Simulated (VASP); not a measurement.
Here is a VASP 6.6.1 calculation.

The input INCAR:

```
PREC     = Accurate       # precision mode
ENCUT    = 520            # plane-wave cutoff, eV
EDIFF    = 1E-6           # SCF threshold, eV
ISMEAR   = 0              # smearing method
SIGMA    = 0.1            # smearing width, eV
LREAL    = F              # projectors in reciprocal space
LASPH    = T              # aspherical terms in the spheres
NELM     = 100            # most SCF steps
ALGO     = Normal         # electronic algorithm
ISIF     = 2              # what is computed and relaxed
LWAVE    = F              # write WAVECAR
LCHARG   = T              # write CHGCAR
GGA      = PE             # functional
LELF     = T              # ELF
LVHAR    = T            
NBANDS   = 67             # bands
```

Contents of KPOINTS:

```
Automatic mesh
0
Gamma
  3 3 3
```

Contents of POSCAR:

```
Sn3Cl2
1.0
    2.9508240449      1.7036590566      9.7136211992
   -2.9508240449      1.7036590566      9.7136211992
    0.0000000000     -3.4073181134      9.7136211991
Sn Cl
6 4
Direct
    0.4066310725      0.0933689275      0.7500000000
    0.7500000000      0.4066310725      0.0933689275
    0.0933689275      0.7500000000      0.4066310725
    0.5933689275      0.9066310725      0.2500000000
    0.2500000000      0.5933689275      0.9066310725
    0.9066310725      0.2500000000      0.5933689275
    0.8390869686      0.8390869686      0.8390869686
    0.6609130314      0.6609130314      0.6609130314
    0.1609130314      0.1609130314      0.1609130314
    0.3390869686      0.3390869686      0.3390869686
```

Potentials or basis: VASP PAW PBE potentials, release 64 (Sn_d, Cl).

Launch:

```bash
$ cat potpaw_PBE.64/Sn_d/POTCAR potpaw_PBE.64/Cl/POTCAR > POTCAR
$ mpirun -np 1 vasp_std > vasp.out
```

What does it give for the largest force?

0.019 eV/Å.

What does it give for the band gap on the k mesh?

Zero (band 56 reaches 5.18 eV, above the bottom of band 57 at 4.25 eV).

Predict the pressure.

0.0 GPa.

Forces in eV/Å, atoms in the order of the input:
```
Sn   0.019  0.000  0.000
Sn  -0.010  0.017  0.000
Sn  -0.010 -0.017  0.000
Sn  -0.019  0.000  0.000
Sn   0.010 -0.017  0.000
Sn   0.010  0.017  0.000
Cl   0.000  0.000 -0.005
Cl   0.000  0.000  0.005
Cl   0.000  0.000  0.005
Cl   0.000  0.000 -0.005
```

Caveat: the k points lie up to 0.42 Å⁻¹ apart; spin-orbit coupling is left out, which moves the levels of the heavy elements.
